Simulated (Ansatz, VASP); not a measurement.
**Mo: VASP beside Ansatz**

```
CELL_PARAMETERS angstrom
0.00000 2.00281 2.00281
2.12371 0.00000 2.00281
2.12371 2.00281 0.00000
ATOMIC_POSITIONS crystal
Mo 0.00000 0.00000 0.00000
```

Alike in both runs: task single point; functional PBEsol; k mesh 16 × 16 × 16; occupations gaussian, width 0.1 eV; no spin polarisation.

|  | VASP | Ansatz |
| --- | --- | --- |
| version | VASP 6.6.1 | Ansatz 0.2.0 |
| potentials or method | VASP PAW PBE potentials, release 64 (Mo_sv), cutoff 520 eV | scalar-relativistic, plane waves, PAW |
| valence electrons in the cell | 14 | 14 |

```tsv
	VASP	Ansatz	Ansatz less VASP
gap on the k mesh at the Fermi level (eV)	none	none	-
pressure (GPa)	-19.4	-19.7	-0.32
traceless stress, the component that is largest in VASP (GPa)	4.97	4.98	+0.017
```

VASP's potentials were made for PBE, not for PBEsol. A gap of «none» marks a metal or a gap that the smearing closes. The functional is the same, so the differences come from potentials, cutoffs and numerics.
